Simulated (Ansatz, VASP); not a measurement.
Two plane-wave programs on PbO2

Contents of INCAR:

```
PREC = Accurate ; ENCUT = 520
EDIFF = 1E-7 ; ISMEAR = 0
SIGMA = 0.1 ; LREAL = False
LASPH = True ; NELM = 60
ALGO = Normal ; ISIF = 2
LWAVE = False ; LCHARG = True
GGA = PE ; LELF = True
LVHAR = True ; NBANDS = 35
```

The input KPOINTS:

```
Automatic mesh
0
Gamma
  4 4 6
```

POSCAR

```
PbO2
1.0
    4.9577000000      0.0000000000      0.0000000000
    0.0000000000      4.9577000000      0.0000000000
    0.0000000000      0.0000000000      3.3879000000
Pb O
2 4
Direct
    0.0000000000      0.0000000000      0.0000000000
    0.5000000000      0.5000000000      0.5000000000
    0.3072000000      0.3072000000      0.0000000000
    0.1928000000      0.8072000000      0.5000000000
    0.6928000000      0.6928000000      0.0000000000
    0.8072000000      0.1928000000      0.5000000000
```

Input for Ansatz:

```yaml
crystal:
  lattice:
    - [4.9577, 0.0, 0.0]
    - [0.0, 4.9577, 0.0]
    - [0.0, 0.0, 3.3879]
  atoms:
    - { symbol: Pb, position: [0.0, 0.0, 0.0] }
    - { symbol: Pb, position: [0.5, 0.5, 0.5] }
    - { symbol: O, position: [0.3072, 0.3072, 0.0] }
    - { symbol: O, position: [0.1928, 0.8072, 0.5] }
    - { symbol: O, position: [0.6928, 0.6928, 0.0] }
    - { symbol: O, position: [0.8072, 0.1928, 0.5] }
basis:
  ecutwfc: 420
kpoints:
  mp_grid: { grid: [4, 4, 6] }
hamiltonian:
  xc: pbe
scf:
  occupations: { method: gaussian, width: 0.1 }
output:
  forces: true
  stress: true
  eigenvalues: true
```

Alike in both runs: task single point; functional PBE; k mesh 4 × 4 × 6; occupations gaussian, width 0.1 eV; no spin polarisation.

|  | VASP | Ansatz |
| --- | --- | --- |
| version | VASP 6.6.1 | Ansatz 0.2.0 |
| potentials or method | VASP PAW PBE potentials, release 64 (Pb_d, O), cutoff 520 eV | scalar-relativistic, plane waves, PAW |
| valence electrons in the cell | 52 | 52 |

Ansatz gave:

| Property | Result |
| --- | --- |
| gap on the k mesh at the Fermi level (eV) | 0.18 |
| least direct gap on the mesh (eV) | 0.64 |
| pressure (GPa) | 9.0 |
| traceless stress, the component that is largest in VASP (GPa) | 1.40 |
| rms of the force components (eV/Å) | 0.032 |

**Question.** Which values does VASP return?

**Answer.** gap on the k mesh at the Fermi level (eV): 0.18; least direct gap on the mesh (eV): 0.65; pressure (GPa): 9.3; traceless stress, the component that is largest in VASP (GPa): 1.52; rms of the force components (eV/Å): 0.036.

Atom by atom the forces differ by 0.004 eV/Å (rms over components). With one functional, cell and mesh, what is left measures potentials, basis and numerics.

Spin-orbit coupling is off throughout.
